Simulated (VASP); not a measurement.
**Ni: single point with PBE**

The system is Ni.

```
Ni
1.0
     2.45382    0.00000    0.00000
    -1.22691    2.12507    0.00000
     0.00000    0.00000    8.03426
Ni
4
Direct
  0.00000 0.00000 0.00000
  0.00000 0.00000 0.50000
  0.33333 0.66667 0.25000
  0.66667 0.33333 0.75000
```

This isn't the form of Ni at room conditions, which is fcc.

```
Program                : VASP 6.6.1
Task                   : single point
Functional             : PBE
Potentials or basis    : VASP PAW PBE potentials, release 64 (Ni)
Cutoff                 : 520 eV
k mesh                 : 19 × 19 × 5
Occupations            : fermi-dirac, width 0.05 eV
Spin                   : collinear spin, ferromagnetic start
Starting moments       : [0.68, 0.68, 0.691, 0.691] μB
Dipole correction      : no
Further INCAR settings : ALGO = Normal; EDIFF = 1e-06; NBANDS = 32
```

| Property | Result |
| --- | --- |
| Pressure | 8.7 GPa |
| Net moment | 2.47 μB per cell |
| Site moments | Ni +0.62, +0.63 (each value once) μB |
| Valence electrons inside the program's atomic spheres | Ni 9.38 |

Stress tensor (GPa, compression positive):
```
8.60 0.00 0.00
0.00 8.60 0.00
0.00 0.00 8.84
```

Levels at points of the mesh, in eV from the Fermi level:
Spin up:
```
           k point  band 18  band 19  band 20  band 21  band 22  band 23  band 24  band 25
(0.00, 0.00, 0.00)    -1.23    -1.23    -0.99    -0.99    -0.64    -0.64    -0.40     5.90
```
Spin down:
| k point | band 16 | band 17 | band 18 | band 19 | band 20 | band 21 |
| --- | --- | --- | --- | --- | --- | --- |
| (0.00, 0.00, 0.00) | -0.91 | -0.91 | -0.58 | -0.58 | -0.45 | -0.31 |

It took 2.6 min on 1 thread of Intel(R) Xeon(R) 6975P-C (Granite Rapids) (shared host), peak memory 0.32 GiB.

Caveat: the cell stands under pressure.
